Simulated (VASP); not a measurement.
# SnTe in VASP: a series of runs

Runs on SnTe. Level: r2SCAN. Tasks: single point.

All numbers are computed with VASP 6.6.1; they aren't measurements. Logs are shortened: lines on timing, memory, paths and dates and some standing lists are left out, and cuts for length are marked.

### 1 The cell of the first run

Symmetry: F-43m, No. 216, cubic system. The conventional cell has a = 7.222 Å, b = 7.222 Å, c = 7.222 Å, α = 90.00°, β = 90.00°, γ = 90.00°. Within 4.1 Å of Sn (site symmetry -43m) lie 4 Te at 3.13 Å. Within 4.1 Å of Te (site symmetry -43m) lie 4 Sn at 3.13 Å.

### 2 Single point, r2SCAN

The input, POSCAR:

```
SnTe
1.0
    0.0000000000      3.6111460000      3.6111460000
    3.6111460000      0.0000000000      3.6111460000
    3.6111460000      3.6111460000      0.0000000000
Sn Te
1 1
Direct
    0.0000000000      0.0000000000      0.0000000000
    0.7500000000      0.7500000000      0.7500000000
```

The input, INCAR.step1:

```
SYSTEM = SnTe
  PREC = Accurate
  ENCUT = 520
  ISMEAR = 0
  SIGMA = 0.01
  LREAL = .False.
  LASPH = .True.
  NELM = 80
  NBANDS = 17
  GGA = PE
  ALGO = Normal
  EDIFF = 1E-4
  LWAVE = .True.
  LCHARG = .False.
```

The input, INCAR.step2:

```
SYSTEM = SnTe
  PREC = Accurate
  ENCUT = 520
  EDIFF = 1E-6
  ISMEAR = 0
  SIGMA = 0.01
  LREAL = .False.
  LASPH = .True.
  NELM = 80
  ALGO = Normal
  ISIF = 2
  LWAVE = .False.
  LCHARG = .True.
  METAGGA = R2SCAN
  LMIXTAU = .True.
  LELF = .True.
  LVHAR = .True.
  NBANDS = 17
  ISTART = 1
```

The input, KPOINTS:

```
regular mesh
0
Gamma
  4 4 4
  0 0 0
```

Potentials or basis: VASP PAW PBE potentials, release 64 (Sn_d, Te).

On the command line:

```console
> cat potpaw_PBE.64/Sn_d/POTCAR potpaw_PBE.64/Te/POTCAR > POTCAR
> cp INCAR.step1 INCAR
> mpirun -np 1 vasp_std > vasp.out
> cp INCAR.step2 INCAR
> mpirun -np 1 vasp_std > vasp.out
```

OUTCAR:

```text
SYSTEM = SnTe
   PREC = Accurate
   ENCUT = 520
   EDIFF = 1E-6
   ISMEAR = 0
   LREAL = .False.
   LASPH = .True.
   NELM = 80
   ISIF = 2
   METAGGA = R2SCAN
   ISTART = 1

 ion  position               nearest neighbor table
   1  0.000  0.000  0.000-   2 3.13   2 3.13   2 3.13   2 3.13
   2  0.750  0.750  0.750-   1 3.13   1 3.13   1 3.13   1 3.13

  LATTYP: Found a face centered cubic cell.
 ALAT       =     7.2222920000

  Lattice vectors:

 A1 = (   0.0000000000,   3.6111460000,   3.6111460000)
 A2 = (   3.6111460000,   0.0000000000,   3.6111460000)
 A3 = (   3.6111460000,   3.6111460000,   0.0000000000)

Analysis of symmetry for initial positions (statically):
=====================================================================
 Subroutine PRICEL returns:
 Original cell was already a primitive cell.

 Routine SETGRP: Setting up the symmetry group for a
 face centered cubic supercell.

 Subroutine GETGRP returns: Found 24 space group operations
 (whereof 24 operations were pure point group operations)
 out of a pool of 48 trial point group operations.

The static configuration has the point symmetry T_d .

Analysis of symmetry for dynamics (positions and initial velocities):
=====================================================================
 Subroutine PRICEL returns:
 Original cell was already a primitive cell.

 Routine SETGRP: Setting up the symmetry group for a
 face centered cubic supercell.

 Subroutine GETGRP returns: Found 24 space group operations
 (whereof 24 operations were pure point group operations)
 out of a pool of 48 trial point group operations.

The dynamic configuration has the point symmetry T_d .

 Subroutine INISYM returns: Found 24 space group operations
 (whereof 24 operations are pure point group operations),
 and found     1 'primitive' translations

----------------------------------------------------------------------------------------

                                     Primitive cell

  volume of cell :      94.1814

  direct lattice vectors                    reciprocal lattice vectors
     0.000000000  3.611146000  3.611146000    -0.138460201  0.138460201  0.138460201
     3.611146000  0.000000000  3.611146000     0.138460201 -0.138460201  0.138460201
     3.611146000  3.611146000  0.000000000     0.138460201  0.138460201 -0.138460201

  length of vectors
     5.106931649  5.106931649  5.106931649     0.239820102  0.239820102  0.239820102

  position of ions in fractional coordinates (direct lattice)
     0.000000000  0.000000000  0.000000000
     0.750000000  0.750000000  0.750000000

  ion indices of the primitive-cell ions
   primitive index   ion index
                 1           1
                 2           2

----------------------------------------------------------------------------------------

 KPOINTS: regular mesh

Automatic generation of k-mesh.
 Grid dimensions read from file:
 generate k-points for:    4    4    4

 Generating k-lattice:

  Cartesian coordinates                     Fractional coordinates (reciprocal lattice)
    -0.034615050  0.034615050  0.034615050     0.250000000  0.000000000  0.000000000
     0.034615050 -0.034615050  0.034615050     0.000000000  0.250000000  0.000000000
     0.034615050  0.034615050 -0.034615050     0.000000000  0.000000000  0.250000000

  Length of vectors
     0.059955026  0.059955026  0.059955026

  Shift w.r.t. Gamma in fractional coordinates (k-lattice)
     0.000000000  0.000000000  0.000000000

 Subroutine IBZKPT returns following result:
 ===========================================

 Found      8 irreducible k-points:

 Following reciprocal coordinates:
            Coordinates               Weight
  0.000000  0.000000  0.000000      1.000000
  0.250000  0.000000  0.000000      8.000000
  0.500000  0.000000  0.000000      4.000000
  0.250000  0.250000  0.000000      6.000000
  0.500000  0.250000  0.000000     24.000000
 -0.250000  0.250000  0.000000     12.000000
  0.500000  0.500000  0.000000      3.000000
 -0.250000  0.500000  0.250000      6.000000
   k-points           NKPTS =      8   k-points in BZ     NKDIM =      8   number of bands    NBANDS=     17
   number of dos      NEDOS =    301   number of ions     NIONS =      2
   total plane-waves  NPLWV =  64000
   dimension x,y,z NGX =    40 NGY =   40 NGZ =   40
   dimension x,y,z NGXF=    80 NGYF=   80 NGZF=   80
   ions per type =               1   1
   NGX,Y,Z   is equivalent  to a cutoff of  13.02, 13.02, 13.02 a.u.
   NGXF,Y,Z  is equivalent  to a cutoff of  26.04, 26.04, 26.04 a.u.
 SYSTEM =  SnTe
   PREC   = accura    normal or accurate (medium, high low for compatibility)
   ISTART =      1    job   : 0-new  1-cont  2-samecut
   ICHARG =      0    charge: 1-file 2-atom 10-const
   ISPIN  =      1    spin polarized calculation?
   LNONCOLLINEAR =      F non collinear calculations
   LSORBIT =      F    spin-orbit coupling
   LASPH  =      T    aspherical Exc in radial PAW
   ENCUT  =  520.0 eV  38.22 Ry    6.18 a.u.   9.50  9.50  9.50*2*pi/ulx,y,z
   NELM   =     80;   NELMIN=  2; NELMDL=  0     # of ELM steps
   EDIFF  = 0.1E-05   stopping-criterion for ELM
   LREAL  =      F    real-space projection
   EDIFFG = 0.1E-04   stopping-criterion for IOM
   NSW    =      0    number of steps for IOM
   IBRION =     -1    ionic relax: 0-MD 1-quasi-New 2-CG
   NFREE  =      0    steps in history (QN), initial steepest desc. (CG)
   ISIF   =      2    stress and relaxation
   ISYM   =      2    0-nonsym 1-usesym 2-fastsym
   POTIM  = 0.5000    time-step for ionic-motion
   TEBEG  =    0.0;   TEEND  =   0.0 temperature during run
   PSTRESS=    0.0 pullay stress
   NELECT =      20.0000    total number of electrons
   NUPDOWN=      -1.0000    fix difference up-down
   EMIN   =  10.00;   EMAX   =-10.00  energy-range for DOS
   EFERMI =   0.00;   METHOD = LEGACY
   ISMEAR =     0;   SIGMA  =   0.01  broadening in eV -4-tet -1-fermi 0-gaus
   EFERMI_NEDOS =   21; number of points for ismear=-14 and -15
   IALGO  =     38    algorithm
   IMIX   =      4    mixing-type and parameters
     AMIX     =   0.40;   BMIX     =  1.00
     AMIX_MAG =   1.60;   BMIX_MAG =  1.00
  volume/ion in A,a.u.               =      47.09       317.78
  Fermi-wavevector in a.u.,A,eV,Ry     =   0.976704  1.845704 12.979296  0.953951
  Thomas-Fermi vector in A             =   2.107344
   LORBIT       =      0    0 simple, 1 ext, 2 COOP (PROOUT), +10 PAW based schemes
   METAGGA = R2SCAN    functional components
   LHFCALC =     F    Hartree Fock is set to
   AEXX    =    0.0000 exact exchange contribution
   IVDW    =     0    specifies the selected vdW correction
   LEPSILON=     F    determine dielectric tensor
   LRPA    =     F    only Hartree local field effects (RPA)
 non-spin polarized calculation
 Gauss-broadening in eV      SIGMA  =   0.01
  energy-cutoff  :      520.00
  volume of cell :       94.18
 maximum number of plane-waves:      2637
 NGX is ok and might be reduce to    40
   NGX = 19   NGY = 19   NGZ = 19

 number of electron      19.9999999 magnetization

 Free energy of the ion-electron system (eV)
  ---------------------------------------------------
  ext. energy  EPLUGINS =         0.00000000
  ---------------------------------------------------
  free energy    TOTEN  =       -50.07384677 eV

  energy without entropy =      -50.07384677  energy(sigma->0) =      -50.07384677

 E-fermi :   3.1824     XC(G=0):  -7.9567

 val. band max:        3.1044762329   @ k =  -0.2500   0.5000   0.2500
 cond. band min:       3.2613055720   @ k =   0.5000   0.5000   0.0000
 fundamental gap:      0.1568293391
 Fermi energy:         3.1824458007

 k-point     1 :       0.0000    0.0000    0.0000
  band No.  band energies     occupation
      1     -19.4667      2.00000
      2     -19.4666      2.00000
      3     -19.4666      2.00000
      4     -19.4536      2.00000
      5     -19.4536      2.00000
      6      -8.9798      2.00000
[... 9 lines left out ...]
     16       9.8728      0.00000
     17      11.0226      0.00000

 k-point     2 :       0.2500    0.0000    0.0000
  band No.  band energies     occupation
      1     -19.4673      2.00000
      2     -19.4658      2.00000
      3     -19.4658      2.00000
      4     -19.4535      2.00000
      5     -19.4535      2.00000
      6      -8.7201      2.00000
[... 9 lines left out ...]
     16       9.2502      0.00000
     17      10.4697      0.00000

 k-point     3 :       0.5000    0.0000    0.0000
  band No.  band energies     occupation
      1     -19.4681      2.00000
      2     -19.4651      2.00000
      3     -19.4650      2.00000
      4     -19.4533      2.00000
      5     -19.4533      2.00000
      6      -8.3951      2.00000
[... 9 lines left out ...]
     16      10.3361      0.00000
     17      10.3361      0.00000

 k-point     4 :       0.2500    0.2500    0.0000
  band No.  band energies     occupation
      1     -19.4686      2.00000
      2     -19.4650      2.00000
      3     -19.4650      2.00000
      4     -19.4539      2.00000
      5     -19.4531      2.00000
      6      -8.6269      2.00000
[... 9 lines left out ...]
     16      10.5070      0.00000
     17      12.3361      0.00000

 k-point     5 :       0.5000    0.2500    0.0000
  band No.  band energies     occupation
      1     -19.4691      2.00000
      2     -19.4644      2.00000
      3     -19.4642      2.00000
      4     -19.4539      2.00000
      5     -19.4530      2.00000
      6      -8.2838      2.00000
[... 9 lines left out ...]
     16      10.5972      0.00000
     17      11.4839      0.00000

 k-point     6 :      -0.2500    0.2500    0.0000
  band No.  band energies     occupation
      1     -19.4682      2.00000
      2     -19.4650      2.00000
      3     -19.4648      2.00000
      4     -19.4535      2.00000
      5     -19.4534      2.00000
      6      -8.4051      2.00000
[... 9 lines left out ...]
     16      10.2067      0.00000
     17      11.5913      0.00000

 k-point     7 :       0.5000    0.5000    0.0000
  band No.  band energies     occupation
      1     -19.4705      2.00000
      2     -19.4634      2.00000
      3     -19.4634      2.00000
      4     -19.4544      2.00000
      5     -19.4526      2.00000
      6      -8.1548      2.00000
[... 9 lines left out ...]
     16      11.6239      0.00000
     17      11.6239      0.00000

 k-point     8 :      -0.2500    0.5000    0.2500
  band No.  band energies     occupation
      1     -19.4693      2.00000
      2     -19.4646      2.00000
      3     -19.4634      2.00000
      4     -19.4539      2.00000
      5     -19.4530      2.00000
      6      -8.1515      2.00000
[... 9 lines left out ...]
     16      11.3319      0.00000
     17      11.4113      0.00000

------------------------ aborting loop because EDIFF is reached ----------------------------------------

  FORCE on cell =-STRESS in cart. coord.  units (eV):
  Direction    XX          YY          ZZ          XY          YZ          ZX
  --------------------------------------------------------------------------------------
  -------------------------------------------------------------------------------------
  Total       -0.4056294     -0.4056294     -0.4056294      0.0000000      0.0000000      0.0000000
  in kB       -6.9004090     -6.9004090     -6.9004090      0.0000000      0.0000000      0.0000000
  external PRESSURE =      -6.9004090 kB  Pullay stress =       0.0000000 kB

 VOLUME and BASIS-vectors are now :
 -----------------------------------------------------------------------------
  energy-cutoff  :      520.00
  volume of cell :       94.18
      direct lattice vectors                 reciprocal lattice vectors
     0.000000000  3.611146000  3.611146000    -0.138460201  0.138460201  0.138460201
     3.611146000  0.000000000  3.611146000     0.138460201 -0.138460201  0.138460201
     3.611146000  3.611146000  0.000000000     0.138460201  0.138460201 -0.138460201

 POSITION                                       TOTAL-FORCE (eV/Angst)
 -----------------------------------------------------------------------------------
      0.00000      0.00000      0.00000        -0.000000     -0.000000     -0.000000
      5.41672      5.41672      5.41672         0.000000      0.000000      0.000000
 -----------------------------------------------------------------------------------
    total drift:                               -0.000002     -0.000002     -0.000002

  FREE ENERGIE OF THE ION-ELECTRON SYSTEM (eV)
  ---------------------------------------------------
  free  energy   TOTEN  =       -50.0738467732 eV

  energy  without entropy=      -50.0738467732  energy(sigma->0) =      -50.07384677
```

It took 39 s on 1 thread of Intel Xeon 6975P-C (Granite Rapids), shared host; peak memory 0.26 GiB.

Results:

```yaml
Free_energy: -50.0738 eV
Pressure: -0.7 GPa
Band_gap_on_the_k_mesh: 0.16 eV, indirect (least direct gap 0.90 eV)
```

Caveat: the PAW data sets were made with another functional, which shifts forces and pressure a little; spin-orbit coupling is left out, which moves the levels of the heavy elements. A k mesh can miss the band edges.

### 3 Single point, r2SCAN

Edit POSCAR of step 2 so:

```diff
@@ -9,2 +9,2 @@
     0.0000000000      0.0000000000      0.0000000000
-    0.7500000000      0.7500000000      0.7500000000
+    0.7472307960      0.7472307960      0.7527692040
```

The input, INCAR.step1:

```
SYSTEM = SnTe
ALGO = Normal ; EDIFF = 1E-4
ENCUT = 520 ; GGA = PE
ISMEAR = 0 ; LASPH = .True.
LCHARG = .False. ; LREAL = .False.
LWAVE = .True. ; NBANDS = 17
NELM = 80 ; PREC = Accurate
SIGMA = 0.01
```

The input, INCAR.step2:

```
SYSTEM = SnTe
ALGO = Normal ; EDIFF = 1E-6
ENCUT = 520 ; ISIF = 2
ISMEAR = 0 ; ISTART = 1
LASPH = .True. ; LCHARG = .False.
LMIXTAU = .True. ; LREAL = .False.
LWAVE = .False. ; METAGGA = R2SCAN
NBANDS = 17 ; NELM = 80
PREC = Accurate ; SIGMA = 0.01
```

The input, KPOINTS:

```
k-points
0
Gamma
  4 4 4
  0 0 0
```

Potentials or basis: VASP PAW PBE potentials, release 64 (Sn_d, Te).

On the command line:

```console
> cat potpaw_PBE.64/Sn_d/POTCAR potpaw_PBE.64/Te/POTCAR > POTCAR
> cp INCAR.step1 INCAR
> mpirun -np 1 vasp_std > vasp.out
> cp INCAR.step2 INCAR
> mpirun -np 1 vasp_std > vasp.out
```

Wall time 69 s (1 thread of Intel Xeon 6975P-C (Granite Rapids), shared host); peak memory 0.26 GiB.

The run converged. Its results:

| Item | Value |
| --- | --- |
| Free energy | -50.0734 eV |
| Pressure | -0.7 GPa |
| Largest force | 0.048 eV/Å |
| Band gap on the k mesh | 0.16 eV, indirect (least direct gap 0.90 eV) |

Forces on the atoms (eV/Å):
```
Sn   0.000  0.000 -0.048
Te   0.000  0.000  0.048
```

Stress tensor (GPa, compression positive):
```
-0.69 -0.10  0.00
-0.10 -0.69  0.00
 0.00  0.00 -0.69
```

Levels at points of the mesh, in eV from the valence-band top:
| k point | band 6 | band 7 | band 8 | band 9 | band 10 | band 11 | band 12 | band 13 | band 14 | band 15 |
| --- | --- | --- | --- | --- | --- | --- | --- | --- | --- | --- |
| (0.00, 0.00, 0.00) | -12.08 | -5.25 | -2.20 | -2.15 | -2.11 | 1.02 | 1.06 | 1.09 | 4.26 | 6.77 |
| (0.50, 0.00, 0.00) | -11.49 | -7.33 | -2.72 | -2.67 | -2.10 | 1.86 | 1.95 | 3.61 | 5.86 | 6.50 |
| (0.00, 0.00, 0.50) | -11.51 | -7.28 | -2.74 | -2.68 | -2.15 | 1.84 | 1.94 | 3.57 | 5.85 | 6.56 |
| (0.50, 0.50, 0.00) | -11.26 | -7.70 | -3.40 | -3.36 | -0.74 | 0.16 | 4.06 | 4.12 | 5.68 | 6.62 |
| (0.00, 0.50, 0.50) | -11.26 | -7.70 | -3.38 | -3.38 | -0.74 | 0.16 | 4.09 | 4.09 | 5.68 | 6.62 |

Caveat: the PAW data sets were made with another functional, which shifts forces and pressure a little; spin-orbit coupling is left out, which moves the levels of the heavy elements.
